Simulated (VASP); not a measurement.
# Ta2Si2Ge (Cm) in VASP: single point with PBE

Aim: the single point of Ta2Si2Ge with PBE.

Everything below comes from runs of VASP 6.6.1. Logs are shortened: lines on timing, memory, paths and dates and some standing lists are left out, and cuts for length are marked.

## 1. The cell of the first run

It takes space group Cm (No. 8, monoclinic). The conventional cell has a = 4.896 Å, b = 3.310 Å, c = 10.437 Å, α = 90.00°, β = 96.20°, γ = 90.00°. Ta (site symmetry m) has 3 Si at 2.62 Å and 3 Ge at 2.74 to 2.78 Å and 6 Ta at 2.95 to 3.31 Å within 3.5 Å. Within 3.5 Å of Ta (site symmetry m) lie 3 Si at 2.62 Å and 3 Ge at 2.75 to 2.76 Å and 6 Ta at 2.95 to 3.31 Å. Si (site symmetry m) has 5 Si at 2.33 to 2.95 Å and 3 Ta at 2.62 Å within 3.1 Å. Within 3.1 Å of Si (site symmetry m) lie 5 Si at 2.33 to 2.95 Å and 3 Ta at 2.62 Å. Ge (site symmetry m) has 6 Ta at 2.74 to 2.78 Å and 6 Ge at 2.95 to 3.31 Å within 3.6 Å.

## 2. Single point, PBE

Contents of INCAR:

```
SYSTEM = Ta2Si2Ge
PREC = Accurate
ENCUT = 520
EDIFF = 1E-6
ISMEAR = 0
SIGMA = 0.1
LREAL = .FALSE.
LASPH = .TRUE.
NELM = 100
ALGO = Normal
ISIF = 2
LWAVE = .FALSE.
LCHARG = .FALSE.
GGA = PE
NBANDS = 30
```

Contents of KPOINTS:

```
Automatic mesh
0
G
  14 14 4
  0 0 0
```

Contents of POSCAR:

```
Ta2Si2Ge
1.0
    2.4475799035     -1.6548094173      0.0301376796
    2.4475799035      1.6548094173      0.0301376796
   -1.2546317802      0.0000000000     10.3610234304
Ta Si Ge
2 2 1
Direct
    0.4790759410      0.4790759410      0.7032002426
    0.3787914759      0.3787914759      0.2971808167
    0.9705670292      0.9705670292      0.1122592671
    0.8872537393      0.8872537393      0.8878565921
    0.7883194012      0.7883194012      0.4995030816
```

Potentials or basis: VASP PAW PBE potentials, release 64 (Ta_pv, Si, Ge_d).

Started as:

```console
> cat potpaw_PBE.64/Ta_pv/POTCAR potpaw_PBE.64/Si/POTCAR potpaw_PBE.64/Ge_d/POTCAR > POTCAR
> mpirun -np 1 vasp_std > vasp.out
```

OUTCAR:

```text
SYSTEM = Ta2Si2Ge
   PREC = Accurate
   ENCUT = 520
   EDIFF = 1E-6
   ISMEAR = 0
   LREAL = .FALSE.
   LASPH = .TRUE.
   NELM = 100
   ISIF = 2
   GGA = PE

 ion  position               nearest neighbor table
   1  0.479  0.479  0.703-   4 2.62   4 2.62   4 2.62   5 2.74   5 2.78   5 2.78
   2  0.379  0.379  0.297-   3 2.62   3 2.62   3 2.62   5 2.75   5 2.76   5 2.76
   3  0.971  0.971  0.112-   4 2.33   2 2.62   2 2.62   2 2.62
   4  0.887  0.887  0.888-   3 2.33   1 2.62   1 2.62   1 2.62
   5  0.788  0.788  0.500-   1 2.74   2 2.75   2 2.76   2 2.76   1 2.78   1 2.78

  LATTYP: Found a base centered monoclinic cell.
 ALAT       =     4.8955308859
 B/A-ratio  =     0.6760490153
 C/A-ratio  =     2.1318851521
 COS(beta)  =    -0.1079811982

  Lattice vectors:

 A1 = (   2.4475799035,  -1.6548094173,   0.0301376796)
 A2 = (   2.4475799035,   1.6548094173,   0.0301376796)
 A3 = (  -1.2546317802,   0.0000000000,  10.3610234304)

Analysis of symmetry for initial positions (statically):
=====================================================================
 Subroutine PRICEL returns:
 Original cell was already a primitive cell.

 Routine SETGRP: Setting up the symmetry group for a
 base centered monoclinic supercell.

 Subroutine GETGRP returns: Found  2 space group operations
 (whereof  2 operations were pure point group operations)
 out of a pool of  4 trial point group operations.

The static configuration has the point symmetry C_1h.

Analysis of symmetry for dynamics (positions and initial velocities):
=====================================================================
 Subroutine PRICEL returns:
 Original cell was already a primitive cell.

 Routine SETGRP: Setting up the symmetry group for a
 base centered monoclinic supercell.

 Subroutine GETGRP returns: Found  2 space group operations
 (whereof  2 operations were pure point group operations)
 out of a pool of  4 trial point group operations.

The dynamic configuration has the point symmetry C_1h.

 Subroutine INISYM returns: Found  2 space group operations
 (whereof  2 operations are pure point group operations),
 and found     1 'primitive' translations

----------------------------------------------------------------------------------------

                                     Primitive cell

  volume of cell :      84.0552

  direct lattice vectors                    reciprocal lattice vectors
     2.447579903 -1.654809417  0.030137680     0.203979283 -0.302149598  0.024700156
     2.447579903  1.654809417  0.030137680     0.203979283  0.302149598  0.024700156
    -1.254631780  0.000000000 10.361023430    -0.001186652  0.000000000  0.096371869

  length of vectors
     2.954648858  2.954648858 10.436709607     0.365392974  0.365392974  0.096379174

  position of ions in fractional coordinates (direct lattice)
     0.479075941  0.479075941  0.703200243
     0.378791476  0.378791476  0.297180817
     0.970567029  0.970567029  0.112259267
     0.887253739  0.887253739  0.887856592
     0.788319401  0.788319401  0.499503082

  ion indices of the primitive-cell ions
   primitive index   ion index
                 1           1
                 2           2
                 3           3
                 4           4
                 5           5

----------------------------------------------------------------------------------------

 KPOINTS: Automatic mesh

Automatic generation of k-mesh.
 Grid dimensions read from file:
 generate k-points for:   14   14    4

 Generating k-lattice:

  Cartesian coordinates                     Fractional coordinates (reciprocal lattice)
     0.014569949 -0.021582114  0.001764297     0.071428571 -0.000000000  0.000000000
     0.014569949  0.021582114  0.001764297    -0.000000000  0.071428571  0.000000000
    -0.000296663  0.000000000  0.024092967    -0.000000000 -0.000000000  0.250000000

  Length of vectors
     0.026099498  0.026099498  0.024094794

  Shift w.r.t. Gamma in fractional coordinates (k-lattice)
     0.000000000  0.000000000  0.000000000

 Subroutine IBZKPT returns following result:
 ===========================================

 Found    219 irreducible k-points:

 Following reciprocal coordinates:
            Coordinates               Weight
  0.000000  0.000000  0.000000      1.000000
  0.071429 -0.000000  0.000000      4.000000
  0.142857 -0.000000  0.000000      4.000000
  0.214286  0.000000  0.000000      4.000000
  0.285714 -0.000000  0.000000      4.000000
  0.357143  0.000000  0.000000      4.000000
[... 16 lines left out ...]
  0.214286  0.142857  0.000000      4.000000
  0.285714  0.142857  0.000000      4.000000
 [... further k-points ...]
   k-points           NKPTS =    219   k-points in BZ     NKDIM =    219   number of bands    NBANDS=     30
   number of dos      NEDOS =    301   number of ions     NIONS =      5
   total plane-waves  NPLWV =  46080
   dimension x,y,z NGX =    24 NGY =   24 NGZ =   80
   dimension x,y,z NGXF=    48 NGYF=   48 NGZF=  160
   ions per type =               2   2   1
   NGX,Y,Z   is equivalent  to a cutoff of  13.50, 13.50, 12.74 a.u.
   NGXF,Y,Z  is equivalent  to a cutoff of  27.01, 27.01, 25.49 a.u.
 SYSTEM =  Ta2Si2Ge
   PREC   = accura    normal or accurate (medium, high low for compatibility)
   ISTART =      0    job   : 0-new  1-cont  2-samecut
   ICHARG =      2    charge: 1-file 2-atom 10-const
   ISPIN  =      1    spin polarized calculation?
   LNONCOLLINEAR =      F non collinear calculations
   LSORBIT =      F    spin-orbit coupling
   LASPH  =      T    aspherical Exc in radial PAW
   ENCUT  =  520.0 eV  38.22 Ry    6.18 a.u.   5.49  5.49 19.41*2*pi/ulx,y,z
   NELM   =    100;   NELMIN=  2; NELMDL= -5     # of ELM steps
   EDIFF  = 0.1E-05   stopping-criterion for ELM
   LREAL  =      F    real-space projection
   EDIFFG = 0.1E-04   stopping-criterion for IOM
   NSW    =      0    number of steps for IOM
   IBRION =     -1    ionic relax: 0-MD 1-quasi-New 2-CG
   NFREE  =      0    steps in history (QN), initial steepest desc. (CG)
   ISIF   =      2    stress and relaxation
   ISYM   =      2    0-nonsym 1-usesym 2-fastsym
   POTIM  = 0.5000    time-step for ionic-motion
   TEBEG  =    0.0;   TEEND  =   0.0 temperature during run
   PSTRESS=    0.0 pullay stress
   NELECT =      44.0000    total number of electrons
   NUPDOWN=      -1.0000    fix difference up-down
   EMIN   =  10.00;   EMAX   =-10.00  energy-range for DOS
   EFERMI =   0.00;   METHOD = LEGACY
   ISMEAR =     0;   SIGMA  =   0.10  broadening in eV -4-tet -1-fermi 0-gaus
   EFERMI_NEDOS =   21; number of points for ismear=-14 and -15
   IALGO  =     38    algorithm
   IMIX   =      4    mixing-type and parameters
     AMIX     =   0.40;   BMIX     =  1.00
     AMIX_MAG =   1.60;   BMIX_MAG =  1.00
  volume/ion in A,a.u.               =      16.81       113.45
  Fermi-wavevector in a.u.,A,eV,Ry     =   1.319383  2.493272 23.684632  1.740771
  Thomas-Fermi vector in A             =   2.449285
   LORBIT       =      0    0 simple, 1 ext, 2 COOP (PROOUT), +10 PAW based schemes
   GGA     = PE    functional components
   LHFCALC =     F    Hartree Fock is set to
   AEXX    =    0.0000 exact exchange contribution
   IVDW    =     0    specifies the selected vdW correction
   LEPSILON=     F    determine dielectric tensor
   LRPA    =     F    only Hartree local field effects (RPA)
 non-spin polarized calculation
 Gauss-broadening in eV      SIGMA  =   0.10
  energy-cutoff  :      520.00
  volume of cell :       84.06
 maximum number of plane-waves:      2288
 NGX is ok and might be reduce to    24
   NGX = 11   NGY = 11   NGZ = 39

 number of electron      44.0000008 magnetization

 Free energy of the ion-electron system (eV)
  ---------------------------------------------------
  ext. energy  EPLUGINS =         0.00000000
  ---------------------------------------------------
  free energy    TOTEN  =       -39.42508494 eV

  energy without entropy =      -39.41653353  energy(sigma->0) =      -39.42080924

 E-fermi :   7.6779     XC(G=0): -11.7545

 val. band max:        7.6752776078   @ k =   0.1429  -0.0000   0.5000
 cond. band min:       7.6852960118   @ k =   0.2857   0.2857   0.0000
 fundamental gap:      0.0100184040
 Fermi energy:         7.6778692563

 k-point     1 :       0.0000    0.0000    0.0000
  band No.  band energies     occupation
      1     -26.9978      2.00000
      2     -26.9769      2.00000
      3     -26.6203      2.00000
      4     -26.5730      2.00000
      5     -26.4361      2.00000
      6     -26.3941      2.00000
[... 22 lines left out ...]
     29      13.6509      0.00000
     30      13.9852      0.00000

 k-point     2 :       0.0714   -0.0000    0.0000
  band No.  band energies     occupation
      1     -26.9928      2.00000
      2     -26.9722      2.00000
      3     -26.6398      2.00000
      4     -26.5925      2.00000
      5     -26.4541      2.00000
      6     -26.4120      2.00000
[... 22 lines left out ...]
     29      13.1846      0.00000
     30      13.4840      0.00000

 k-point     3 :       0.1429   -0.0000    0.0000
  band No.  band energies     occupation
      1     -26.9791      2.00000
      2     -26.9590      2.00000
      3     -26.7073      2.00000
      4     -26.6603      2.00000
      5     -26.4905      2.00000
      6     -26.4480      2.00000
[... 22 lines left out ...]
     29      12.2257      0.00000
     30      12.9914      0.00000

 k-point     4 :       0.2143    0.0000    0.0000
  band No.  band energies     occupation
      1     -26.9595      2.00000
      2     -26.9399      2.00000
      3     -26.8241      2.00000
      4     -26.7780      2.00000
      5     -26.5210      2.00000
      6     -26.4778      2.00000
[... 616 lines left out ...]
     29      12.1498      0.00000
     30      13.0413      0.00000

 k-point    23 :       0.2143    0.1429    0.0000
  band No.  band energies     occupation
      1     -26.9542      2.00000
      2     -26.9343      2.00000
      3     -26.7600      2.00000
      4     -26.7145      2.00000
      5     -26.6249      2.00000
      6     -26.5810      2.00000
[... 22 lines left out ...]
     29      12.0322      0.00000
     30      12.5908      0.00000

 k-point    24 :       0.2857    0.1429    0.0000
  band No.  band energies     occupation
      1     -26.9382      2.00000
      2     -26.9158      2.00000
      3     -26.8939      2.00000
      4     -26.8534      2.00000
      5     -26.6314      2.00000
      6     -26.5869      2.00000
[... 22 lines left out ...]
     29      11.2651      0.00000
     30      12.1843      0.00000

 [... further k-points ...]

------------------------ aborting loop because EDIFF is reached ----------------------------------------

  FORCE on cell =-STRESS in cart. coord.  units (eV):
  Direction    XX          YY          ZZ          XY          YZ          ZX
  --------------------------------------------------------------------------------------
  -------------------------------------------------------------------------------------
  Total        0.0325430      0.0607201      0.0288409      0.0000000      0.0000000      0.0077913
  in kB        0.6203034      1.1573859      0.5497360      0.0000000      0.0000000      0.1485105
  external PRESSURE =       0.7758084 kB  Pullay stress =       0.0000000 kB

 VOLUME and BASIS-vectors are now :
 -----------------------------------------------------------------------------
  energy-cutoff  :      520.00
  volume of cell :       84.06
      direct lattice vectors                 reciprocal lattice vectors
     2.447579903 -1.654809417  0.030137680     0.203979283 -0.302149598  0.024700156
     2.447579903  1.654809417  0.030137680     0.203979283  0.302149598  0.024700156
    -1.254631780  0.000000000 10.361023430    -0.001186652  0.000000000  0.096371869

 POSITION                                       TOTAL-FORCE (eV/Angst)
 -----------------------------------------------------------------------------------
      1.46290      0.00000      7.31475        -0.001756      0.000000      0.007866
      1.48139      0.00000      3.10193        -0.001276      0.000000     -0.010805
      4.61024      0.00000      1.22162        -0.001271      0.000000     -0.013788
      3.22932      0.00000      9.25258         0.000906      0.000000      0.015907
      3.23226      0.00000      5.22288         0.003397      0.000000      0.000821
 -----------------------------------------------------------------------------------
    total drift:                                0.000605     -0.000000      0.000348

  FREE ENERGIE OF THE ION-ELECTRON SYSTEM (eV)
  ---------------------------------------------------
  free  energy   TOTEN  =       -39.4250849446 eV

  energy  without entropy=      -39.4165335256  energy(sigma->0) =      -39.42080924
```

It took 5.3 min on 1 thread of Intel Xeon Platinum 8375C at 2.90GHz (Ice Lake), shared host; peak memory 0.6 GiB.

What came out:

```yaml
Free_energy: -39.4251 eV
Pressure: 0.1 GPa
Largest_force: 0.016 eV/Å
Band_gap_on_the_k_mesh: zero (bands 22 and 23 overlap by 2.29 eV)
```

Forces in eV/Å, atoms in the order of the input:
```
Ta  -0.002  0.000  0.008
Ta  -0.001  0.000 -0.011
Si  -0.001  0.000 -0.014
Si   0.001  0.000  0.016
Ge   0.003  0.000  0.001
```

Caveat: spin-orbit coupling is left out, which moves the levels of the heavy elements.
